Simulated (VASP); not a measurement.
Write the native input for VASP 6.6.1 that does the following.

* Task: single point
* Functional: r2SCAN
* Potentials or basis: VASP PAW PBE potentials, release 64 (W_sv, Te)
* Cutoff: 520 eV
* k mesh: 12 × 12 × 8
* Occupations: gaussian, width 0.1 eV
* Spin: no spin polarisation
* Dipole correction: no
* Further INCAR settings: ALGO = Normal; EDIFF = 1e-06; NBANDS = 28

The system is TeW.

```
W Te
1.0
     4.41264    0.00000    0.00000
    -2.20632    3.82146    0.00000
     0.00000    0.00000    5.18657
W Te
2 2
Cartesian
  0.0000 0.0000 0.0000
  0.0000 0.0000 2.5933
  0.0000 2.5476 1.2966
  2.2063 1.2738 3.8899
```

These files were run (other wordings do the same):

POSCAR

```
TeW
1.0
    4.4126377369      0.0000000000      0.0000000000
   -2.2063188684      3.8214563779      0.0000000000
    0.0000000000      0.0000000000      5.1865657467
W Te
2 2
Direct
    0.0000000000      0.0000000000      0.0000000000
    0.0000000000      0.0000000000      0.5000000000
    0.3333333333      0.6666666667      0.2500000000
    0.6666666667      0.3333333333      0.7500000000
```

INCAR.step1

```
PREC = Accurate
ENCUT = 520
ISMEAR = 0
SIGMA = 0.1
LREAL = False
LASPH = True
NELM = 60
NBANDS = 28
GGA = PE
ALGO = Normal
EDIFF = 1E-4
LWAVE = True
LCHARG = False
```

INCAR.step2

```
PREC = Accurate
ENCUT = 520
EDIFF = 1E-6
ISMEAR = 0
SIGMA = 0.1
LREAL = False
LASPH = True
NELM = 60
ALGO = Normal
ISIF = 2
LWAVE = False
LCHARG = False
METAGGA = R2SCAN
LMIXTAU = True
NBANDS = 28
ISTART = 1
```

KPOINTS

```
Automatic mesh
0
Gamma
  12 12 8
```

Potentials or basis: VASP PAW PBE potentials, release 64 (W_sv, Te).

Command:

```console
$ cat potpaw_PBE.64/W_sv/POTCAR potpaw_PBE.64/Te/POTCAR > POTCAR
$ cp INCAR.step1 INCAR
$ mpirun -np 1 vasp_std > vasp.out
$ cp INCAR.step2 INCAR
$ mpirun -np 1 vasp_std > vasp.out
```

Results of the run:

| Item | Value |
| --- | --- |
| Pressure | -1.8 GPa |
| Band gap on the k mesh | zero (bands 20 and 21 overlap by 1.28 eV) |

Caveat: the PAW data sets were made with another functional, which shifts forces and pressure a little; spin-orbit coupling is left out, which moves the levels of the heavy elements.

Wall time 18 min on 1 thread of Oxide Virtual Turin-like Processor (shared host), peak memory 0.33 GiB.
